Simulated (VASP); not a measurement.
# KBr (Fm-3m) in VASP: notebook, part 2 of 2

VASP 6.6.1.

## (3) Single point, PBEsol (volume scaled by 1.06)

Contents of INCAR:

```
SYSTEM = KBr
ALGO = Normal
EDIFF = 1E-6
ENCUT = 520
GGA = PS
ISIF = 2
ISMEAR = -1
LASPH = .True.
LCHARG = .False.
LREAL = .False.
LWAVE = .False.
NBANDS = 15
NELM = 60
PREC = Accurate
SIGMA = 0.05
```

Contents of KPOINTS:

```
k-points
0
Gamma
  7 7 7
  0 0 0
```

Contents of POSCAR:

```
KBr
1.0
    0.0000000000      3.3647223140      3.3647223140
    3.3647223140      0.0000000000      3.3647223140
    3.3647223140      3.3647223140      0.0000000000
Br K
1 1
Direct
    0.5000000000      0.5000000000      0.5000000000
    0.0000000000      0.0000000000      0.0000000000
```

Potentials or basis: VASP PAW PBE potentials, release 64 (Br, K_sv).

The run is started by

```console
$ cat potpaw_PBE.64/Br/POTCAR potpaw_PBE.64/K_sv/POTCAR > POTCAR
$ mpirun -np 1 vasp_std > vasp.out
```

OUTCAR:

```text
SYSTEM = KBr
   EDIFF = 1E-6
   ENCUT = 520
   GGA = PS
   ISIF = 2
   ISMEAR = -1
   LASPH = .True.
   LREAL = .False.
   NELM = 60
   PREC = Accurate

 ion  position               nearest neighbor table
   1  0.500  0.500  0.500-
   2  0.000  0.000  0.000-

  LATTYP: Found a face centered cubic cell.
 ALAT       =     6.7294446280

  Lattice vectors:

 A1 = (   0.0000000000,   3.3647223140,   3.3647223140)
 A2 = (   3.3647223140,   0.0000000000,   3.3647223140)
 A3 = (   3.3647223140,   3.3647223140,   0.0000000000)

Analysis of symmetry for initial positions (statically):
=====================================================================
 Subroutine PRICEL returns:
 Original cell was already a primitive cell.

 Routine SETGRP: Setting up the symmetry group for a
 face centered cubic supercell.

 Subroutine GETGRP returns: Found 48 space group operations
 (whereof 48 operations were pure point group operations)
 out of a pool of 48 trial point group operations.

The static configuration has the point symmetry O_h .

Analysis of symmetry for dynamics (positions and initial velocities):
=====================================================================
 Subroutine PRICEL returns:
 Original cell was already a primitive cell.

 Routine SETGRP: Setting up the symmetry group for a
 face centered cubic supercell.

 Subroutine GETGRP returns: Found 48 space group operations
 (whereof 48 operations were pure point group operations)
 out of a pool of 48 trial point group operations.

The dynamic configuration has the point symmetry O_h .

 Subroutine INISYM returns: Found 48 space group operations
 (whereof 48 operations are pure point group operations),
 and found     1 'primitive' translations

----------------------------------------------------------------------------------------

                                     Primitive cell

  volume of cell :      76.1864

  direct lattice vectors                    reciprocal lattice vectors
[... 110 lines left out ...]
   IVDW    =     0    specifies the selected vdW correction
   LEPSILON=     F    determine dielectric tensor
   LRPA    =     F    only Hartree local field effects (RPA)
 non-spin polarized calculation
  energy-cutoff  :      520.00
  volume of cell :       76.19
 maximum number of plane-waves:      2085
   NGX = 17   NGY = 17   NGZ = 17

 number of electron      16.0000002 magnetization

 Free energy of the ion-electron system (eV)
  ---------------------------------------------------
  ext. energy  EPLUGINS =         0.00000000
  ---------------------------------------------------
  free energy    TOTEN  =        -6.44150111 eV

  energy without entropy =       -6.44150111  energy(sigma->0) =       -6.44150111

 E-fermi :  -0.9236     XC(G=0):  -7.3032

 val. band max:       -2.0430522926   @ k =   0.0000   0.0000   0.0000
 cond. band min:       2.1004620368   @ k =   0.0000   0.0000   0.0000
 fundamental gap:      4.1435143294
 Fermi energy:        -0.9235520744

 k-point     1 :       0.0000    0.0000    0.0000
  band No.  band energies     occupation
      1     -29.7852      2.00000
      2     -14.2811      2.00000
      3     -13.3223      2.00000
      4     -13.3223      2.00000
      5     -13.3223      2.00000
      6      -2.0431      2.00000
      7      -2.0431      2.00000
      8      -2.0431      2.00000
      9       2.1005      0.00000
     10       5.4766      0.00000
     11       5.4766      0.00000
     12       5.4766      0.00000
     13       6.2756      0.00000
     14       6.2756      0.00000
[... 329 lines left out ...]
      2     -14.2901      2.00000
      3     -13.3768      2.00000
      4     -13.3575      2.00000
      5     -13.2394      2.00000
      6      -2.6696      2.00000
      7      -2.6329      2.00000
      8      -2.4275      2.00000
      9       4.8487      0.00000
     10       5.5298      0.00000
     11       5.9655      0.00000
     12       6.6996      0.00000
     13       8.1699      0.00000
     14       8.2388      0.00000
     15       8.8811      0.00000

------------------------ aborting loop because EDIFF is reached ----------------------------------------

  FORCE on cell =-STRESS in cart. coord.  units (eV):
  Direction    XX          YY          ZZ          XY          YZ          ZX
  --------------------------------------------------------------------------------------
  -------------------------------------------------------------------------------------
  Total       -0.4683017     -0.4683017     -0.4683017      0.0000000      0.0000000      0.0000000
  in kB       -9.8482397     -9.8482397     -9.8482397      0.0000000      0.0000000      0.0000000
  external PRESSURE =      -9.8482397 kB  Pullay stress =       0.0000000 kB

 VOLUME and BASIS-vectors are now :
 -----------------------------------------------------------------------------
  energy-cutoff  :      520.00
  volume of cell :       76.19
      direct lattice vectors                 reciprocal lattice vectors
     0.000000000  3.364722314  3.364722314    -0.148600673  0.148600673  0.148600673
     3.364722314  0.000000000  3.364722314     0.148600673 -0.148600673  0.148600673
     3.364722314  3.364722314  0.000000000     0.148600673  0.148600673 -0.148600673

 POSITION                                       TOTAL-FORCE (eV/Angst)
 -----------------------------------------------------------------------------------
      3.36472      3.36472      3.36472         0.000000      0.000000      0.000000
      0.00000      0.00000      0.00000        -0.000000     -0.000000     -0.000000
 -----------------------------------------------------------------------------------
    total drift:                                0.000000      0.000000      0.000000

  FREE ENERGIE OF THE ION-ELECTRON SYSTEM (eV)
  ---------------------------------------------------
  free  energy   TOTEN  =        -6.4415011078 eV

  energy  without entropy=       -6.4415011078  energy(sigma->0) =       -6.44150111
```

OSZICAR:

```text
N       E                     dE             d eps       ncg     rms          rms(c)
DAV:   1     0.992967033311E+02    0.99297E+02   -0.67109E+03   600   0.930E+02
DAV:   2    -0.687762985515E-01   -0.99365E+02   -0.92061E+02   789   0.225E+02
DAV:   3    -0.636907389894E+01   -0.63003E+01   -0.62672E+01   817   0.500E+01
DAV:   4    -0.661859136636E+01   -0.24952E+00   -0.24942E+00   961   0.894E+00
DAV:   5    -0.662010494702E+01   -0.15136E-02   -0.15136E-02   824   0.797E-01    0.275E+00
DAV:   6    -0.644642439096E+01    0.17368E+00   -0.21069E-01   768   0.224E+00    0.202E+00
DAV:   7    -0.643241853183E+01    0.14006E-01   -0.98479E-02   789   0.166E+00    0.102E+00
DAV:   8    -0.644068248773E+01   -0.82640E-02   -0.11853E-02   728   0.780E-01    0.156E-01
DAV:   9    -0.644107685038E+01   -0.39436E-03   -0.64459E-04   810   0.151E-01    0.821E-02
DAV:  10    -0.644149412657E+01   -0.41728E-03   -0.49466E-04   635   0.122E-01    0.260E-02
DAV:  11    -0.644149734350E+01   -0.32169E-05   -0.23764E-05   934   0.232E-02    0.698E-03
DAV:  12    -0.644150097747E+01   -0.36340E-05   -0.39378E-06   641   0.126E-02    0.829E-03
DAV:  13    -0.644150110779E+01   -0.13033E-06   -0.14946E-06   775   0.584E-03
   1 F= -.64415011E+01 E0= -.64415011E+01  d E =-.231661E-10
```

It took 32 s on 1 thread of AMD EPYC 7R43 (Zen 3), shared host; peak memory 0.18 GiB.

What came out:

```yaml
Free_energy: -6.4415 eV
Pressure: -1.0 GPa
Band_gap_on_the_k_mesh: 4.14 eV, direct
```

Levels at points of the mesh, in eV from the valence-band top:
```csv
k point,band 5,band 6,band 7,band 8,band 9,band 10,band 11,band 12
"(0.00, 0.00, 0.00)",-11.28,0.00,0.00,0.00,4.14,7.52,7.52,7.52
```

Caveat: the PAW data sets were made with another functional, which shifts forces and pressure a little.

## (4) Single point, PBEsol

Contents of INCAR:

```
SYSTEM = KBr
PREC     = Accurate       ! precision mode
ENCUT    = 520            ! plane-wave cutoff, eV
EDIFF    = 1E-6           ! SCF threshold, eV
ISMEAR   = -1             ! smearing method
SIGMA    = 0.05           ! smearing width, eV
LREAL    = .FALSE.        ! projectors in reciprocal space
LASPH    = .TRUE.         ! aspherical terms in the spheres
NELM     = 100            ! most SCF steps
ALGO     = Normal         ! electronic algorithm
ISIF     = 2              ! what is computed and relaxed
LWAVE    = .FALSE.        ! write WAVECAR
LCHARG   = .FALSE.        ! write CHGCAR
GGA      = PS             ! functional
NBANDS   = 15             ! bands
```

Contents of KPOINTS:

```
regular mesh
0
G
  6 6 6
  0 0 0
```

Contents of POSCAR:

```
KBr
1.0
    0.0000000000      3.3000000000      3.3000000000
    3.3000000000      0.0000000000      3.3000000000
    3.3000000000      3.3000000000      0.0000000000
Br K
1 1
Direct
    0.5000000000      0.5000000000      0.5000000000
    0.0000000000      0.0000000000      0.0000000000
```

Potentials or basis: VASP PAW PBE potentials, release 64 (Br, K_sv).

The run is started by

```console
$ cat potpaw_PBE.64/Br/POTCAR potpaw_PBE.64/K_sv/POTCAR > POTCAR
$ mpirun -np 1 vasp_std > vasp.out
```

OUTCAR:

```text
SYSTEM = KBr
   PREC = Accurate
   ENCUT = 520
   EDIFF = 1E-6
   ISMEAR = -1
   LREAL = .FALSE.
   LASPH = .TRUE.
   NELM = 100
   ISIF = 2
   GGA = PS

 ion  position               nearest neighbor table
   1  0.500  0.500  0.500-   2 3.30   2 3.30   2 3.30   2 3.30   2 3.30   2 3.30
   2  0.000  0.000  0.000-   1 3.30   1 3.30   1 3.30   1 3.30   1 3.30   1 3.30

  LATTYP: Found a face centered cubic cell.
 ALAT       =     6.6000000000

  Lattice vectors:

[... 461 lines left out ...]
     15       9.4363      0.00000

------------------------ aborting loop because EDIFF is reached ----------------------------------------

  FORCE on cell =-STRESS in cart. coord.  units (eV):
  Direction    XX          YY          ZZ          XY          YZ          ZX
  --------------------------------------------------------------------------------------
  -------------------------------------------------------------------------------------
  Total       -0.1262218     -0.1262218     -0.1262218      0.0000000     -0.0000000     -0.0000000
  in kB       -2.8136699     -2.8136699     -2.8136699      0.0000000     -0.0000000     -0.0000000
  external PRESSURE =      -2.8136699 kB  Pullay stress =       0.0000000 kB

 VOLUME and BASIS-vectors are now :
 -----------------------------------------------------------------------------
  energy-cutoff  :      520.00
  volume of cell :       71.87
      direct lattice vectors                 reciprocal lattice vectors
     0.000000000  3.300000000  3.300000000    -0.151515152  0.151515152  0.151515152
     3.300000000  0.000000000  3.300000000     0.151515152 -0.151515152  0.151515152
     3.300000000  3.300000000  0.000000000     0.151515152  0.151515152 -0.151515152

 POSITION                                       TOTAL-FORCE (eV/Angst)
 -----------------------------------------------------------------------------------
      3.30000      3.30000      3.30000         0.000000     -0.000000      0.000000
      0.00000      0.00000      0.00000        -0.000000      0.000000     -0.000000
 -----------------------------------------------------------------------------------
    total drift:                                0.000000      0.000000      0.000000

  FREE ENERGIE OF THE ION-ELECTRON SYSTEM (eV)
  ---------------------------------------------------
  free  energy   TOTEN  =        -6.4588036423 eV

  energy  without entropy=       -6.4588036422  energy(sigma->0) =       -6.45880364
```

OSZICAR:

```text
N       E                     dE             d eps       ncg     rms          rms(c)
DAV:   1     0.100195868831E+03    0.10020E+03   -0.68060E+03   480   0.929E+02
DAV:   2    -0.458842799010E+00   -0.10065E+03   -0.92180E+02   641   0.224E+02
DAV:   3    -0.639062679058E+01   -0.59318E+01   -0.58981E+01   634   0.500E+01
DAV:   4    -0.662287465551E+01   -0.23225E+00   -0.23215E+00   744   0.836E+00
DAV:   5    -0.662451907640E+01   -0.16444E-02   -0.16444E-02   648   0.792E-01    0.304E+00
DAV:   6    -0.646351002654E+01    0.16101E+00   -0.19902E-01   585   0.225E+00    0.226E+00
DAV:   7    -0.645073020363E+01    0.12780E-01   -0.91293E-02   641   0.165E+00    0.108E+00
DAV:   8    -0.645802594584E+01   -0.72957E-02   -0.11019E-02   597   0.759E-01    0.137E-01
DAV:   9    -0.645845015883E+01   -0.42421E-03   -0.45388E-04   627   0.127E-01    0.749E-02
DAV:  10    -0.645879707336E+01   -0.34691E-03   -0.38429E-04   515   0.109E-01    0.207E-02
DAV:  11    -0.645880097953E+01   -0.39062E-05   -0.15598E-05   690   0.199E-02    0.555E-03
DAV:  12    -0.645880356425E+01   -0.25847E-05   -0.29876E-06   514   0.114E-02    0.663E-03
DAV:  13    -0.645880364227E+01   -0.78014E-07   -0.51099E-07   478   0.370E-03
   1 F= -.64588036E+01 E0= -.64588036E+01  d E =-.731164E-10
```

Wall time 7.6 s (1 thread of Intel Xeon 6975P-C (Granite Rapids), shared host); peak memory 0.2 GiB.

What came out:

```
Free energy            : -6.4588 eV
Pressure               : -0.3 GPa
Band gap on the k mesh : 4.28 eV, direct
```

Caveat: the PAW data sets were made with another functional, which shifts forces and pressure a little. Expect the measured gap to be larger: semilocal functionals such as PBEsol lack the derivative discontinuity.

## (5) Summary

| cell | k mesh | gap on the mesh (eV) | pressure (GPa) |
| --- | --- | --- | --- |
| a = 4.667 Å, angles 60.0°, 2 atoms | 7 × 7 × 7 | 4.28 | -0.3 |
| a = 4.758 Å, angles 60.0°, 2 atoms | 7 × 7 × 7 | 4.14 | -1.0 |
| a = 4.667 Å, angles 60.0°, 2 atoms | 6 × 6 × 6 | 4.28 | -0.3 |

Alike in all rows: task single point; level PBEsol; potentials or basis VASP PAW PBE potentials, release 64 (Br, K_sv); no spin polarisation; cutoff (eV) 520; smearing fermi-dirac 0.05 eV.

Caveats: the PAW data sets were made with another functional, which shifts forces and pressure a little.

Total energies depend on the potentials used, so only differences within one code and one set of settings carry meaning.
